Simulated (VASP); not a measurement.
## Ir: single point with LDA

Ir:

```
Ir
1.0
     2.49000    0.00000    0.00000
     0.00000    2.49000    0.00000
     0.00000    0.00000    2.49000
Ir
1
Direct
  0.00000 0.00000 0.00000
```

- Program: VASP 6.6.1
- Task: single point
- Functional: LDA
- Potentials or basis: VASP PAW LDA potentials, release 64 (Ir)
- Cutoff: 520 eV
- k mesh: 9 × 9 × 9
- Occupations: methfessel-paxton, width 0.1 eV
- Spin: no spin polarisation
- Dipole correction: no
- Further INCAR settings: ALGO = Normal; EDIFF = 1e-07; NBANDS = 10

| Quantity | Value |
| --- | --- |
| Pressure | 16.6 GPa |

Levels at points of the mesh, in eV from the Fermi level:
```tsv
k point	band 1	band 2	band 3	band 4	band 5	band 6	band 7	band 8	band 9	band 10
(0.00, 0.00, 0.00)	-10.00	-6.84	-6.84	1.52	1.52	1.52	16.14	16.14	16.14	22.65
```

It took 3.1 s on 1 thread of Intel(R) Xeon(R) Platinum 8488C (Sapphire Rapids) (shared host), peak memory 0.12 GiB.

Caveat: spin-orbit coupling is left out, which moves the levels of the heavy elements.
